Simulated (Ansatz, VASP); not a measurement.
**Cu: VASP beside Ansatz**

```xyz
1
Lattice="0.0000 1.7815 1.7815 1.7815 0.0000 1.7815 1.7815 1.7815 0.0000" Properties=species:S:1:pos:R:3 pbc="T T T"
Cu    0.0000    0.0000    0.0000
```

Alike in both runs: functional PBEsol; k mesh 38 × 38 × 38; occupations gaussian, width 0.1 eV; no spin polarisation.

Ansatz relaxed the structure, and its values are those at the end. VASP's run is a single point on that final structure, the one shown.

```csv
,VASP,Ansatz
version,VASP 6.6.1,Ansatz 0.2.0
potentials or method,"VASP PAW PBE potentials, release 64 (Cu)","scalar-relativistic, plane waves, PAW"
plane-wave cutoff (eV),520,420
valence electrons in the cell,11,19
```

|  | VASP | Ansatz | Ansatz less VASP |
| --- | --- | --- | --- |
| gap on the k mesh at the Fermi level (eV) | none | none | - |
| pressure (GPa) | 0.8 | 0.0 | -0.78 |

VASP's potentials were made for PBE, not for PBEsol, and Ansatz warns of the same on its side. A gap of «none» marks a metal or a gap that the smearing closes. VASP's potentials hold 11 valence electrons a cell and Ansatz's 19, so a difference there can come from the potentials and not from the codes.
